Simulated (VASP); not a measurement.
Input of a VASP 6.6.1 run:

Contents of POSCAR:

```
Cd2H2Pt
1.0
    4.7393560000      0.0000000000      0.0000000000
   -2.3696780000      4.1044050000      0.0000000000
    0.0000000000      0.0000000000      4.6119740000
H Pt Cd
2 1 2
Direct
    0.0000000000      0.0000000000      0.3794000000
    0.0000000000      0.0000000000      0.6206000000
    0.0000000000      0.0000000000      0.0000000000
    0.3333000000      0.6667000000      0.2758000000
    0.6667000000      0.3333000000      0.7242000000
```

File INCAR.step1:

```
SYSTEM = Cd2H2Pt
ALGO = Normal ; EDIFF = 1E-5
ENCUT = 550 ; GGA = PE
GGA_COMPAT = .False. ; ISMEAR = 0
LASPH = .True. ; LCHARG = .False.
LREAL = .False. ; LWAVE = .True.
NBANDS = 26 ; NELM = 120
PREC = Accurate ; SIGMA = 0.0147
```

The input INCAR.step2:

```
SYSTEM = Cd2H2Pt
ALGO = Normal ; EDIFF = 1E-6
ENCUT = 550 ; GGA_COMPAT = .False.
ISIF = 2 ; ISMEAR = 0
ISTART = 1 ; LASPH = .True.
LCHARG = .False. ; LMIXTAU = .True.
LREAL = .False. ; LWAVE = .False.
METAGGA = R2SCAN ; NBANDS = 26
NELM = 120 ; PREC = Accurate
SIGMA = 0.0147
```

Contents of KPOINTS:

```
k-points
0
Gamma
  6 6 6
  0 0 0
```

Potentials or basis: VASP PAW PBE potentials, release 64 (H, Pt, Cd).

Run with:

```sh
$ cat potpaw_PBE.64/H/POTCAR potpaw_PBE.64/Pt/POTCAR potpaw_PBE.64/Cd/POTCAR > POTCAR
$ cp INCAR.step1 INCAR
$ mpirun -np 1 vasp_std > vasp.out
$ cp INCAR.step2 INCAR
$ mpirun -np 1 vasp_std > vasp.out
```

Problem. What does it give for the largest force?

Solution. 0.863 eV/Å.

Problem. Estimate the band gap on the k mesh.

Solution. Zero (bands 18 and 19 overlap by 1.75 eV).

Forces on the atoms (eV/Å):
```
H    0.000  0.000 -0.391
H    0.000  0.000  0.391
Pt   0.000  0.000  0.000
Cd   0.000  0.000 -0.863
Cd   0.000  0.000  0.863
```

Caveat: the cell stands under tension; the PAW data sets were made with another functional, which shifts forces and pressure a little; spin-orbit coupling is left out, which moves the levels of the heavy elements.
